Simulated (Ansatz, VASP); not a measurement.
**AlSiN in VASP and in Ansatz**

Contents of INCAR:

```
SYSTEM = AlSiN
PREC = Accurate
ENCUT = 600
EDIFF = 1E-6
ISMEAR = 0
SIGMA = 0.1
LREAL = .False.
LASPH = .True.
NELM = 120
ALGO = Normal
ISIF = 2
LWAVE = .False.
LCHARG = .False.
GGA = PE
NBANDS = 21
GGA_COMPAT = .False.
```

Contents of KPOINTS:

```
regular mesh
0
Gamma
  6 6 4
  0 0 0
```

The input POSCAR:

```
AlSiN
1.0
    3.7254150800      0.0000000000      0.0000000000
    0.0000000000      3.7254150800      0.0000000000
    0.0000000000      0.0000000000      5.9317418500
Al Si N
2 2 2
Direct
    0.0000000000      0.5000000000      0.8233169900
    0.5000000000      0.0000000000      0.1766830100
    0.0000000000      0.0000000000      0.0000000000
    0.5000000000      0.5000000000      0.0000000000
    0.0000000000      0.5000000000      0.3122291300
    0.5000000000      0.0000000000      0.6877708700
```

Input for Ansatz:

```yaml
crystal:
  lattice:
    - [3.72541508, 0.0, 0.0]
    - [0.0, 3.72541508, 0.0]
    - [0.0, 0.0, 5.93174185]
  atoms:
    - { symbol: Al, position: [0.0, 0.5, 0.82331699] }
    - { symbol: Al, position: [0.5, 0.0, 0.17668301] }
    - { symbol: Si, position: [0.0, 0.0, 0.0] }
    - { symbol: Si, position: [0.5, 0.5, 0.0] }
    - { symbol: "N", position: [0.0, 0.5, 0.31222913] }
    - { symbol: "N", position: [0.5, 0.0, 0.68777087] }
basis:
  ecutwfc: 420
kpoints:
  mp_grid: { grid: [6, 6, 4] }
hamiltonian:
  xc: pbe
scf:
  occupations: { method: gaussian, width: 0.1 }
  lower_state_search: "off"
output:
  forces: true
  stress: true
  eigenvalues: true
```

Change from the starting cell: species swapped into the TbFeSi type (P4/nmm, No. 129).

Alike in both runs: task single point; functional PBE; k mesh 6 × 6 × 4; occupations gaussian, width 0.1 eV; no spin polarisation.

```csv
,VASP,Ansatz
version,VASP 6.6.1,Ansatz 0.2.0
potentials or method,"VASP PAW PBE potentials, release 64 (Al, Si, N), cutoff 600 eV","scalar-relativistic, plane waves, PAW"
valence electrons in the cell,24,24
```

Ansatz gave:

* gap on the k mesh at the Fermi level (eV): none
* rms of the force components (eV/Å): 3.452

Q: What did VASP give for the same quantities?

A: gap on the k mesh at the Fermi level (eV): none; rms of the force components (eV/Å): 3.446.

Atom by atom the forces differ by 0.006 eV/Å (rms over components). A gap of «none» marks a metal or a gap that the smearing closes.
